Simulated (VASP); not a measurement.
# Rh: single point with PBEsol

Crystal: Rh.

```
Rh
1.0
     2.90383    0.00000    0.00000
    -1.45192    2.51479    0.00000
     0.00000    0.00000    4.32902
Rh
2
Direct
  0.66667 0.33333 0.75000
  0.33333 0.66667 0.25000
```

This cell differs from its parent crystal: strain +0.080 along x and y, +0.000 along z.

| Property | Result |
| --- | --- |
| Program | VASP 6.6.1 |
| Task | single point |
| Functional | PBEsol |
| Potentials or basis | VASP PAW PBE potentials, release 64 (Rh_pv) |
| Cutoff | 520 eV |
| k mesh | 24 × 24 × 14 |
| Occupations | gaussian, width 0.15 eV |
| Spin | no spin polarisation |

```yaml
Pressure: -28.8 GPa
Band_gap_on_the_k_mesh: zero (bands 15 and 16 overlap by 1.68 eV)
```

Stress tensor (GPa, compression positive):
```
-31.92   0.00   0.00
  0.00 -31.92   0.00
  0.00   0.00 -22.47
```

Levels at points of the mesh, in eV from the Fermi level:
```tsv
k point	band 13	band 14	band 15	band 16	band 17	band 18
(0.00, 0.00, 0.00)	-2.00	-1.93	-1.93	0.10	0.10	1.60
(0.50, 0.00, 0.00)	-1.52	0.00	0.38	0.69	2.39	4.09
(0.00, 0.00, 0.50)	-2.38	-2.38	-0.32	-0.32	-0.32	-0.32
(0.50, 0.00, 0.50)	-0.29	-0.29	0.25	0.25	2.37	2.37
```

Run time: 120 s on 1 thread of Intel(R) Xeon(R) Platinum 8559C (Emerald Rapids) (shared host), peak memory 0.35 GiB.

Caveat: the cell differs from its parent crystal (strain +0.080 along x and y, +0.000 along z); the stress differs along the axes, from -32 to -22 GPa; the PAW data sets were made with another functional, which shifts forces and pressure a little.
